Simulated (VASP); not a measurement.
Input of a VASP 6.6.1 run:

INCAR

```
SYSTEM = Re
PREC = Accurate ; ENCUT = 520
EDIFF = 1E-6 ; ISMEAR = -1
SIGMA = 0.05 ; LREAL = .False.
LASPH = .True. ; NELM = 100
ALGO = Normal ; ISIF = 2
LWAVE = .False. ; LCHARG = .False.
GGA = RP ; NBANDS = 14
```

KPOINTS

```
Automatic mesh
0
Gamma
  11 11 6
  0 0 0
```

POSCAR

```
Re
1.0
    2.7841509881      0.0000000000      0.0000000000
   -1.3920754941      2.4111454837      0.0000000000
    0.0000000000      0.0000000000      4.5019255819
Re
2
Direct
    0.6666666667      0.3333333333      0.7500000000
    0.3333333333      0.6666666667      0.2500000000
```

Potentials or basis: VASP PAW PBE potentials, release 64 (Re).

Run with:

```console
$ cat potpaw_PBE.64/Re/POTCAR > POTCAR
$ mpirun -np 1 vasp_std > vasp.out
```

**Question.** What does it give for the pressure?

**Answer.** -0.7 GPa.

**Question.** Estimate the band gap on the k mesh.

**Answer.** Zero (band 7 reaches 8.90 eV, above the bottom of band 8 at 6.01 eV).

Stress tensor (GPa, compression positive):
```
-0.65  0.00  0.00
 0.00 -0.65  0.00
 0.00  0.00 -0.86
```

Caveat: the PAW data sets were made with another functional, which shifts forces and pressure a little; spin-orbit coupling is left out, which moves the levels of the heavy elements.
